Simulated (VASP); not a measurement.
# CsH (I4mm) in VASP: single point with r2SCAN

Aim: the single point of CsH with r2SCAN.

Program: VASP 6.6.1. These are calculated values, not measurements. Logs are shortened: lines on timing, memory, paths and dates and some standing lists are left out, and cuts for length are marked.

## Step 1: The cell of the first run

The structure is tetragonal, space group I4mm (No. 107). Conventional cell: a = 4.509 Å, b = 4.509 Å, c = 6.376 Å, α = 90.00°, β = 90.00°, γ = 90.00°. Cs (site symmetry 4mm) has 6 H at 3.13 to 3.25 Å within 4.1 Å. Within 4.1 Å of H (site symmetry 4mm) lie 6 Cs at 3.13 to 3.25 Å.

## Step 2: Single point, r2SCAN (all Cs atoms moved +0.062 Å, as atom 1 along Cartesian [0 0 1])

Input file POSCAR:

```
CsH
1.0
    0.0000000000      3.1880000000      3.1880000000
    3.1880000000      0.0000000000      3.1880000000
    3.1880000000      3.1880000000      0.0000000000
Cs H
1 1
Direct
    0.0098023839      0.0098023839     -0.0098023839
    0.5000000000      0.5000000000      0.5000000000
```

Input file INCAR.step1:

```
SYSTEM = CsH
PREC = Accurate
ENCUT = 520
ISMEAR = 0
SIGMA = 0.05
LREAL = .FALSE.
LASPH = .TRUE.
NELM = 60
NBANDS = 12
GGA = PE
ALGO = Normal
EDIFF = 1E-4
LWAVE = .TRUE.
LCHARG = .FALSE.
```

Input file INCAR.step2:

```
SYSTEM = CsH
PREC = Accurate
ENCUT = 520
EDIFF = 1E-7
ISMEAR = 0
SIGMA = 0.05
LREAL = .FALSE.
LASPH = .TRUE.
NELM = 60
ALGO = Normal
ISIF = 2
LWAVE = .FALSE.
LCHARG = .FALSE.
METAGGA = R2SCAN
LMIXTAU = .TRUE.
NBANDS = 12
ISTART = 1
```

Input file KPOINTS:

```
regular mesh
0
G
  6 6 6
  0 0 0
```

Potentials or basis: VASP PAW PBE potentials, release 64 (Cs_sv, H).

On the command line:

```sh
$ cat potpaw_PBE.64/Cs_sv/POTCAR potpaw_PBE.64/H/POTCAR > POTCAR
$ cp INCAR.step1 INCAR
$ mpirun -np 1 vasp_std > vasp.out
$ cp INCAR.step2 INCAR
$ mpirun -np 1 vasp_std > vasp.out
```

OUTCAR:

```text
SYSTEM = CsH
   PREC = Accurate
   ENCUT = 520
   EDIFF = 1E-7
   ISMEAR = 0
   LREAL = .FALSE.
   LASPH = .TRUE.
   NELM = 60
   ISIF = 2
   METAGGA = R2SCAN
   ISTART = 1

 ion  position               nearest neighbor table
   1  0.010  0.010  0.990-
   2  0.500  0.500  0.500-

  LATTYP: Found a face centered cubic cell.
 ALAT       =     6.3760000000

  Lattice vectors:

 A1 = (   0.0000000000,   3.1880000000,   3.1880000000)
 A2 = (   3.1880000000,   0.0000000000,   3.1880000000)
 A3 = (   3.1880000000,   3.1880000000,   0.0000000000)

Analysis of symmetry for initial positions (statically):
=====================================================================
 Subroutine PRICEL returns:
 Original cell was already a primitive cell.

 Routine SETGRP: Setting up the symmetry group for a
 face centered cubic supercell.

 Subroutine GETGRP returns: Found  8 space group operations
 (whereof  8 operations were pure point group operations)
 out of a pool of 48 trial point group operations.

The static configuration has the point symmetry C_4v.

Analysis of symmetry for dynamics (positions and initial velocities):
=====================================================================
 Subroutine PRICEL returns:
 Original cell was already a primitive cell.

 Routine SETGRP: Setting up the symmetry group for a
 face centered cubic supercell.

 Subroutine GETGRP returns: Found  8 space group operations
 (whereof  8 operations were pure point group operations)
 out of a pool of 48 trial point group operations.

The dynamic configuration has the point symmetry C_4v.

 Subroutine INISYM returns: Found  8 space group operations
 (whereof  8 operations are pure point group operations),
 and found     1 'primitive' translations

----------------------------------------------------------------------------------------

                                     Primitive cell

  volume of cell :      64.8015

  direct lattice vectors                    reciprocal lattice vectors
     0.000000000  3.188000000  3.188000000    -0.156838143  0.156838143  0.156838143
     3.188000000  0.000000000  3.188000000     0.156838143 -0.156838143  0.156838143
     3.188000000  3.188000000  0.000000000     0.156838143  0.156838143 -0.156838143

  length of vectors
     4.508512837  4.508512837  4.508512837     0.271651632  0.271651632  0.271651632

  position of ions in fractional coordinates (direct lattice)
     0.009802384  0.009802384  0.990197616
     0.500000000  0.500000000  0.500000000

  ion indices of the primitive-cell ions
[... 81 lines left out ...]
   ISIF   =      2    stress and relaxation
   ISYM   =      2    0-nonsym 1-usesym 2-fastsym
   POTIM  = 0.5000    time-step for ionic-motion
   TEBEG  =    0.0;   TEEND  =   0.0 temperature during run
   PSTRESS=    0.0 pullay stress
   NELECT =      10.0000    total number of electrons
   NUPDOWN=      -1.0000    fix difference up-down
   EMIN   =  10.00;   EMAX   =-10.00  energy-range for DOS
   EFERMI =   0.00;   METHOD = LEGACY
   ISMEAR =     0;   SIGMA  =   0.05  broadening in eV -4-tet -1-fermi 0-gaus
   EFERMI_NEDOS =   21; number of points for ismear=-14 and -15
   IALGO  =     38    algorithm
   IMIX   =      4    mixing-type and parameters
     AMIX     =   0.40;   BMIX     =  1.00
     AMIX_MAG =   1.60;   BMIX_MAG =  1.00
  volume/ion in A,a.u.               =      32.40       218.65
  Fermi-wavevector in a.u.,A,eV,Ry     =   0.878105  1.659378 10.491026  0.771069
  Thomas-Fermi vector in A             =   1.998146
   LORBIT       =      0    0 simple, 1 ext, 2 COOP (PROOUT), +10 PAW based schemes
   METAGGA = R2SCAN    functional components
   LHFCALC =     F    Hartree Fock is set to
   AEXX    =    0.0000 exact exchange contribution
   IVDW    =     0    specifies the selected vdW correction
   LEPSILON=     F    determine dielectric tensor
   LRPA    =     F    only Hartree local field effects (RPA)
 non-spin polarized calculation
 Gauss-broadening in eV      SIGMA  =   0.05
  energy-cutoff  :      520.00
  volume of cell :       64.80
 maximum number of plane-waves:      1807
 NGX is ok and might be reduce to    36
   NGX = 17   NGY = 17   NGZ = 17

 number of electron      10.0000000 magnetization

 Free energy of the ion-electron system (eV)
  ---------------------------------------------------
  ext. energy  EPLUGINS =         0.00000000
  ---------------------------------------------------
  free energy    TOTEN  =       -28.98756962 eV

  energy without entropy =      -28.98756962  energy(sigma->0) =      -28.98756962

 E-fermi :   0.1062     XC(G=0):  -7.5571

 val. band max:       -0.1142250925   @ k =   0.5000   0.0000   0.0000
 cond. band min:       2.5523665184   @ k =   0.5000   0.0000   0.0000
 fundamental gap:      2.6665916109
 Fermi energy:         0.1061867904

 k-point     1 :       0.0000    0.0000    0.0000
  band No.  band energies     occupation
      1     -22.1849      2.00000
      2      -8.2705      2.00000
      3      -8.2705      2.00000
      4      -8.2701      2.00000
      5      -1.7621      2.00000
      6       5.5762      0.00000
      7       5.5762      0.00000
      8       5.5770      0.00000
      9       6.2173      0.00000
     10       7.4838      0.00000
     11       7.4861      0.00000
     12       9.1221      0.00000
[... 331 lines left out ...]
 k-point    24 :       0.1667    0.5000    0.3333
  band No.  band energies     occupation
      1     -22.0978      2.00000
      2      -8.8817      2.00000
      3      -8.5800      2.00000
      4      -8.4370      2.00000
      5      -0.7278      2.00000
      6       4.1061      0.00000
      7       4.1148      0.00000
      8       6.1751      0.00000
      9       7.3439      0.00000
     10       8.3100      0.00000
     11       9.3285      0.00000
     12      10.5994      0.00000

 [... further k-points ...]
[... 5 lines left out ...]
  --------------------------------------------------------------------------------------
  -------------------------------------------------------------------------------------
  Total        0.0144898      0.0144898      0.0316793      0.0000000     -0.0000000      0.0000000
  in kB        0.3582523      0.3582523      0.7832507      0.0000000     -0.0000000      0.0000000
  external PRESSURE =       0.4999184 kB  Pullay stress =       0.0000000 kB

 VOLUME and BASIS-vectors are now :
 -----------------------------------------------------------------------------
  energy-cutoff  :      520.00
  volume of cell :       64.80
      direct lattice vectors                 reciprocal lattice vectors
     0.000000000  3.188000000  3.188000000    -0.156838143  0.156838143  0.156838143
     3.188000000  0.000000000  3.188000000     0.156838143 -0.156838143  0.156838143
     3.188000000  3.188000000  0.000000000     0.156838143  0.156838143 -0.156838143

 POSITION                                       TOTAL-FORCE (eV/Angst)
 -----------------------------------------------------------------------------------
      3.18800      3.18800      0.06250         0.000000      0.000000     -0.038385
      3.18800      3.18800      3.18800         0.000000      0.000000      0.038385
 -----------------------------------------------------------------------------------
    total drift:                               -0.000000     -0.000000     -0.000064

  FREE ENERGIE OF THE ION-ELECTRON SYSTEM (eV)
  ---------------------------------------------------
  free  energy   TOTEN  =       -28.9875696205 eV

  energy  without entropy=      -28.9875696204  energy(sigma->0) =      -28.98756962
```

OUTCAR.step1:

```text
SYSTEM = CsH
   PREC = Accurate
   ENCUT = 520
   ISMEAR = 0
   LREAL = .FALSE.
   LASPH = .TRUE.
[... 582 lines left out ...]
      3.18800      3.18800      0.06250         0.000000      0.000000     -0.032423
      3.18800      3.18800      3.18800         0.000000      0.000000      0.032423
 -----------------------------------------------------------------------------------
    total drift:                               -0.000000     -0.000000     -0.000018

  FREE ENERGIE OF THE ION-ELECTRON SYSTEM (eV)
  ---------------------------------------------------
  free  energy   TOTEN  =        -4.5485796257 eV

  energy  without entropy=       -4.5485796257  energy(sigma->0) =       -4.54857963
```

Wall time 2.6 min (1 thread of Intel Xeon 8259CL, shared host); peak memory 0.22 GiB.

Results:

| Item | Value |
| --- | --- |
| Free energy | -28.9876 eV |
| Pressure | 0.0 GPa |
| Largest force | 0.038 eV/Å |
| Band gap on the k mesh | 2.67 eV, direct |

Forces on the atoms (eV/Å):
```
Cs   0.000  0.000 -0.038
H    0.000  0.000  0.038
```

Caveat: the cell differs from its parent crystal (all Cs atoms moved +0.062 Å, as atom 1 along Cartesian [0 0 1]); the PAW data sets were made with another functional, which shifts forces and pressure a little; spin-orbit coupling is left out, which moves the levels of the heavy elements.
